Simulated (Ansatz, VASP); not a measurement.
# Two plane-wave programs on NaCl

```
Cl Na
1.0
     0.00000    2.79406    2.79406
     2.79406    0.00000    2.79406
     2.79406    2.79406    0.00000
Cl Na
1 1
Direct
  0.50000 0.50000 0.50000
  0.00000 0.00000 0.00000
```

Alike in both runs: task single point; functional PBE-based screened hybrid; k mesh 4 × 4 × 4; occupations fermi-dirac, width 0.05 eV; no spin polarisation.

|  | VASP | Ansatz |
| --- | --- | --- |
| version | VASP 6.6.1 | Ansatz 0.2.0 |
| potentials or method | VASP PAW PBE potentials, release 64 (Cl, Na_pv) | Ansatz PAW |
| plane-wave cutoff (eV) | 520 | 420 |
| valence electrons in the cell | 14 | 16 |

|  | VASP | Ansatz | Ansatz less VASP |
| --- | --- | --- | --- |
| gap on the k mesh at the Fermi level (eV) | 5.49 | 5.49 | +0.002 |
| least direct gap on the mesh (eV) | 5.49 | 5.49 | +0.002 |
| pressure (GPa) | 1.4 | 1.4 | 0.00 |

VASP's potentials were made for PBE, not for PBE-based screened hybrid. The functional is the same, so the differences come from potentials, cutoffs and numerics. VASP's potentials hold 14 valence electrons a cell and Ansatz's 16, so a difference there can come from the potentials and not from the codes.

The k mesh is coarse, so the values compare programs but aren't converged.
